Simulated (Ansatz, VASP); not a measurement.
# Two plane-wave programs on Ba3TaH9

```xyz
13
Lattice="5.7648 0.0000 0.0000 -2.8824 4.9924 0.0000 0.0000 0.0000 7.2223" Properties=species:S:1:pos:R:3 pbc="T T T"
Ba    2.8824    1.6641    5.2149
Ba    0.0000    0.0000    0.0000
Ba    0.0000    3.3283    2.0074
Ta    0.0000    0.0000    3.6112
H     0.0000    1.5319    4.7356
H     1.5557    4.2265    4.7356
H    -1.5557    4.2265    4.7356
H     2.8824    0.0000    0.0000
H    -1.4412    2.4962    0.0000
H     1.4412    2.4962    0.0000
H     2.8824    3.4605    2.4867
H     1.3267    0.7659    2.4867
H     4.4381    0.7659    2.4867
```

Alike in both runs: functional PBE; k mesh 6 × 6 × 6; occupations gaussian, width 0.1 eV; no spin polarisation.

Ansatz relaxed the structure, and its values are those at the end. VASP's run is a single point on that final structure, the one shown.

|  | VASP | Ansatz |
| --- | --- | --- |
| version | VASP 6.6.1 | Ansatz 0.2.0 |
| potentials or method | VASP PAW PBE potentials, release 64 (Ba_sv, Ta_pv, H), cutoff 520 eV | scalar-relativistic, plane waves, PAW |
| valence electrons in the cell | 50 | 52 |

```tsv
	VASP	Ansatz	Ansatz less VASP
gap on the k mesh at the Fermi level (eV)	none	none	-
pressure (GPa)	0.4	0.0	-0.42
rms of the force components (eV/Å)	0.010	0.002	-0.0089
```

A gap of «none» marks a metal or a gap that the smearing closes. VASP's potentials hold 50 valence electrons a cell and Ansatz's 52, so a difference there can come from the potentials and not from the codes.

Neither program's run includes spin-orbit coupling.
